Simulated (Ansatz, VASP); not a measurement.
## One calculation of Pd, two programs

```
CELL_PARAMETERS angstrom
2.75050 0.00000 0.00000
-1.37525 2.38200 0.00000
0.00000 0.00000 8.98313
ATOMIC_POSITIONS crystal
Pd 0.00000 0.00000 0.00000
Pd 0.00000 0.00000 0.50000
Pd 0.33333 0.66667 0.25000
Pd 0.66667 0.33333 0.75000
```

Alike in both runs: task relaxation of cell and atoms; functional PBEsol; k mesh 13 × 13 × 4; occupations fermi-dirac, width 0.1 eV; no spin polarisation.

```csv
,VASP,Ansatz
version,VASP 6.6.1,Ansatz 0.2.0
potentials or method,"VASP PAW PBE potentials, release 64 (Pd), cutoff 600 eV","plane waves (420 eV) with PAW, scalar-relativistic"
valence electrons in the cell,40,72
```

Ansatz gave:

```
relaxed volume (Å³/atom)                                     : 14.61
relaxed cell length with the largest relative difference (Å) : 9.016
```

**Question.** What did VASP give for the same quantities?

**Answer.** Relaxed volume (Å³/atom): 14.58; relaxed cell length with the largest relative difference (Å): 9.008.

VASP's potentials were made for PBE, not for PBEsol, and Ansatz warns of the same on its side. VASP's potentials hold 40 valence electrons a cell and Ansatz's 72, so a difference there can come from the potentials and not from the codes.

Noted on VASP's run: too few bands were computed for a metal, which touches its energy and stress.
